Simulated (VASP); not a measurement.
Set up this calculation in VASP 6.6.1, as the native input.

- Task: single point
- Functional: LDA
- Potentials or basis: VASP PAW LDA potentials, release 64 (Ba_sv, Ti_sv, O)
- Cutoff: 520 eV
- k mesh: 4 × 4 × 4
- Occupations: gaussian, width 0.01 eV
- Spin: no spin polarisation
- Hubbard terms: Ti d U = 6.0 eV
- Dipole correction: no
- Further INCAR settings: ALGO = Normal; EDIFF = 1e-06; NBANDS = 28

The structure of BaTiO3 lies in POSCAR:

```
BaTiO3
1.0
    4.0060000000      0.0000000000      0.0000000000
    0.0000000000      4.0060000000      0.0000000000
    0.0000000000      0.0000000000      4.0060000000
Ba Ti O
1 1 3
Direct
    0.5000000000      0.5000000000      0.5000000000
    0.0000000000      0.0000000000      0.0000000000
    0.5000000000      0.0000000000      0.0000000000
    0.0000000000      0.5000000000      0.0000000000
    0.0000000000      0.0000000000      0.5000000000
```

One way to write it, as run:

INCAR

```
PREC = Accurate ; ENCUT = 520
EDIFF = 1E-6 ; ISMEAR = 0
SIGMA = 0.01 ; LREAL = False
LASPH = True ; NELM = 150
ALGO = Normal ; ISIF = 2
LWAVE = False ; LCHARG = False
LMAXMIX = 4 ; LDAU = True
LDAUTYPE = 2 ; LDAUL = -1 2 -1
LDAUU = 0 6 0 ; LDAUJ = 0 0 0
LDAUPRINT = 1 ; NBANDS = 28
```

KPOINTS

```
regular mesh
0
Gamma
  4 4 4
```

Potentials or basis: VASP PAW LDA potentials, release 64 (Ba_sv, Ti_sv, O).

Run with:

```console
$ cat potpaw_LDA.64/Ba_sv/POTCAR potpaw_LDA.64/Ti_sv/POTCAR potpaw_LDA.64/O/POTCAR > POTCAR
$ mpirun -np 1 vasp_std > vasp.out
```

Results of the run:

| Quantity | Value |
| --- | --- |
| Pressure | -2.4 GPa |
| Band gap on the k mesh | 2.35 eV, indirect (least direct gap 2.55 eV) |

Caveat: spin-orbit coupling is left out, which moves the levels of the heavy elements.

It took 11 s on 1 thread of Intel(R) Xeon(R) 6975P-C (Granite Rapids), with other jobs on the host, peak memory 0.15 GiB.
